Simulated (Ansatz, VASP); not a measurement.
## One calculation of CsMoPb4, two programs

The input INCAR:

```
ALGO = Normal
EDIFF = 1E-6
ENCUT = 520
GGA = PE
ISIF = 2
ISMEAR = 0
LASPH = T
LCHARG = T
LELF = T
LREAL = F
LVHAR = T
LWAVE = F
NBANDS = 48
NELM = 60
PREC = Accurate
SIGMA = 0.1
```

The input KPOINTS:

```
k-points
0
Gamma
  4 4 4
```

The input POSCAR:

```
CsMoPb4
1.0
    0.0000000000      4.7045291700      4.7045291700
    4.7045291700      0.0000000000      4.7045291700
    4.7045291700      4.7045291700      0.0000000000
Cs Mo Pb
1 1 4
Direct
    0.5000000000      0.5000000000      0.5000000000
    0.2500000000      0.2500000000      0.2500000000
    0.8747362000      0.3757914000      0.8747362000
    0.8747362000      0.8747362000      0.3757914000
    0.8747362000      0.8747362000      0.8747362000
    0.3757914000      0.8747362000      0.8747362000
```

Input for Ansatz:

```yaml
crystal:
  lattice:
    - [0.0, 4.70452917, 4.70452917]
    - [4.70452917, 0.0, 4.70452917]
    - [4.70452917, 4.70452917, 0.0]
  atoms:
    - { symbol: Cs, position: [0.5, 0.5, 0.5] }
    - { symbol: Mo, position: [0.25, 0.25, 0.25] }
    - { symbol: Pb, position: [0.8747362, 0.3757914, 0.8747362] }
    - { symbol: Pb, position: [0.8747362, 0.8747362, 0.3757914] }
    - { symbol: Pb, position: [0.8747362, 0.8747362, 0.8747362] }
    - { symbol: Pb, position: [0.3757914, 0.8747362, 0.8747362] }
basis:
  ecutwfc: 420
kpoints:
  mp_grid: { grid: [4, 4, 4] }
hamiltonian:
  xc: pbe
scf:
  occupations: { method: gaussian, width: 0.1 }
  lower_state_search: "off"
output:
  forces: true
  stress: true
  eigenvalues: true
```

Change from the starting cell: species swapped into the YScFe4 type (F-43m, No. 216).

Alike in both runs: task single point; functional PBE; k mesh 4 × 4 × 4; occupations gaussian, width 0.1 eV; no spin polarisation.

|  | VASP | Ansatz |
| --- | --- | --- |
| version | VASP 6.6.1 | Ansatz 0.2.0 |
| potentials or method | VASP PAW PBE potentials, release 64 (Cs_sv, Mo_sv, Pb_d), cutoff 520 eV | scalar-relativistic, plane waves, PAW |
| valence electrons in the cell | 79 | 79 |

|  | VASP | Ansatz | Ansatz less VASP |
| --- | --- | --- | --- |
| gap on the k mesh at the Fermi level (eV) | none | none | - |
| pressure (GPa) | -2.0 | -2.0 | +0.01 |
| rms of the force components (eV/Å) | 0.163 | 0.163 | -0.0003 |

Atom by atom the forces differ by 0.000 eV/Å (rms over components). A gap of «none» marks a metal or a gap that the smearing closes.

Neither program's run includes spin-orbit coupling.
